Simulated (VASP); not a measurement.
MgS:

```
CELL_PARAMETERS angstrom
4.03462 0.00000 0.00000
-2.01731 3.49409 0.00000
0.00000 0.00000 6.43229
ATOMIC_POSITIONS crystal
Mg 0.66667 0.33333 0.49575
Mg 0.33333 0.66667 0.99575
S 0.33333 0.66667 0.37924
S 0.66667 0.33333 0.87924
```

| Property | Result |
| --- | --- |
| Program | VASP 6.6.1 |
| Task | relaxation of cell and atoms |
| Functional | PBEsol |
| Dispersion | D3(BJ) |
| Potentials or basis | VASP PAW PBE potentials, release 64 (Mg, S) |
| Cutoff | 600 eV |
| k mesh | 5 × 5 × 3 |
| Occupations | gaussian, width 0.01 eV |
| Spin | no spin polarisation |

At the start: pressure -2.0 GPa; volume 22.67 Å³/atom.

Problem. How do energy, volume and symmetry change on relaxing?

Solution. Over 9 steps the energy falls by 5.3 meV/atom and the volume is 21.87 Å³/atom (-3.5 %); space group P6_3mc (No. 186, to 0.05 Å).

The path:
| step | energy change (eV) | largest force (eV/Å) | pressure (GPa) | volume (Å³) |
| --- | --- | --- | --- | --- |
| 1 | 0.0000 | 0.0447 | -2.02 | 90.68 |
| 2 | -0.0205 | 0.0050 | 0.39 | 86.98 |
| 3 | -0.0211 | 0.0032 | 0.01 | 87.50 |
| 4 | -0.0211 | 0.0042 | -0.03 | 87.57 |
| 5 | -0.0211 | 0.0045 | -0.03 | 87.57 |
| 6 | -0.0211 | 0.0053 | -0.03 | 87.57 |
| 7 | -0.0212 | 0.0052 | 0.00 | 87.52 |
| 8 | -0.0212 | 0.0052 | 0.02 | 87.49 |
| 9 | -0.0212 | 0.0027 | 0.02 | 87.50 |

Final structure:
```
Mg S
1.0
     3.99139    0.00000    0.00000
    -1.99570    3.45665    0.00000
     0.00000    0.00000    6.34168
Mg S
2 2
Direct
  0.66667 0.33333 0.49594
  0.33333 0.66667 0.99594
  0.33333 0.66667 0.37905
  0.66667 0.33333 0.87905
```

Caveat: the PAW data sets were made with another functional, which shifts forces and pressure a little.
